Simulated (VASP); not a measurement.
Set up this calculation in VASP 6.6.1, as the native input.

| Quantity | Value |
| --- | --- |
| Task | relaxation of cell and atoms |
| Functional | LDA |
| Potentials or basis | VASP PAW LDA potentials, release 64 (Cu, Al) |
| Cutoff | 440 eV |
| k mesh | 10 × 10 × 10 |
| Occupations | gaussian, width 0.07 eV |
| Spin | no spin polarisation |
| Tolerance level | standard |
| Purpose | cell |
| Passes | 2 |
| Further INCAR settings | ALGO = Normal; EDIFF = 1e-06 |

Al2Cu:

```
Cu Al
1.0
    -2.03034    2.03034    2.85109
     2.03034   -2.03034    2.85109
     2.03034    2.03034   -2.85109
Cu Al
1 2
Cartesian
  0.0000 0.0000 2.8511
  2.0303 0.0000 1.4255
  0.0000 2.0303 1.4255
```

The input as run:

POSCAR

```
Al2Cu
1.0
   -2.0303375000      2.0303375000      2.8510940000
    2.0303375000     -2.0303375000      2.8510940000
    2.0303375000      2.0303375000     -2.8510940000
Cu Al
1 2
Direct
    0.5000000000      0.5000000000      0.0000000000
    0.2500000000      0.7500000000      0.5000000000
    0.7500000000      0.2500000000      0.5000000000
```

INCAR.step1

```
SYSTEM = Al2Cu
ALGO     = Normal         ! electronic algorithm
EDIFF    = 1E-6           ! SCF threshold, eV
EDIFFG   = -0.005         ! ionic threshold
ENCUT    = 440            ! plane-wave cutoff, eV
GGA      = CA             ! functional
GGA_COMPAT= .FALSE.      
IBRION   = 2              ! ionic algorithm
ISIF     = 3              ! what is computed and relaxed
ISMEAR   = 0              ! smearing method
KPAR     = 8            
LASPH    = .TRUE.         ! aspherical terms in the spheres
LCHARG   = .FALSE.        ! write CHGCAR
LREAL    = .FALSE.        ! projectors in reciprocal space
LWAVE    = .FALSE.        ! write WAVECAR
NELM     = 120            ! most SCF steps
NELMIN   = 4            
NSW      = 80             ! ionic steps
POTIM    = 0.5            ! step
PREC     = Accurate       ! precision mode
SIGMA    = 0.07           ! smearing width, eV
```

INCAR.step3

```
SYSTEM = Al2Cu
ALGO     = Normal         ! electronic algorithm
EDIFF    = 1E-6           ! SCF threshold, eV
ENCUT    = 440            ! plane-wave cutoff, eV
GGA      = CA             ! functional
GGA_COMPAT= .FALSE.      
ISIF     = 2              ! what is computed and relaxed
ISMEAR   = 0              ! smearing method
KPAR     = 8            
LASPH    = .TRUE.         ! aspherical terms in the spheres
LCHARG   = .FALSE.        ! write CHGCAR
LREAL    = .FALSE.        ! projectors in reciprocal space
LWAVE    = .FALSE.        ! write WAVECAR
NELM     = 120            ! most SCF steps
PREC     = Accurate       ! precision mode
SIGMA    = 0.07           ! smearing width, eV
```

KPOINTS

```
Automatic mesh
0
Gamma
  10 10 10
  0 0 0
```

Potentials or basis: VASP PAW LDA potentials, release 64 (Cu, Al).

Launch:

```console
$ cat potpaw_LDA.64/Cu/POTCAR potpaw_LDA.64/Al/POTCAR > POTCAR
$ cp INCAR.step1 INCAR
$ cp POSCAR.step1 POSCAR
$ mpirun -np 8 vasp_std > vasp.out
$ cp CONTCAR POSCAR
$ mpirun -np 8 vasp_std > vasp.out
$ cp CONTCAR POSCAR
$ cp INCAR.step3 INCAR
$ mpirun -np 8 vasp_std > vasp.out
```

It gave:

* Relaxed volume: 15.22 Å³/atom
* Relaxed cell: a = 4.012 Å, b = 4.012 Å, c = 4.012 Å, α = 120.00°, β = 120.00°, γ = 90.00°
* Space group after relaxing (to 0.1 Å): Fm-3m (No. 225)
* Energy gained by relaxing: 4.1 meV/atom
* Ionic steps: 8
* Pressure after relaxing: 0.0 GPa
* Band gap on the k mesh: zero (an odd number of electrons rules out a gap without spin polarisation)

It took 65 s on 8 MPI ranks on Intel(R) Xeon(R) Platinum 8488C (Sapphire Rapids), with other jobs on the host, peak memory 0.2 GiB a rank.
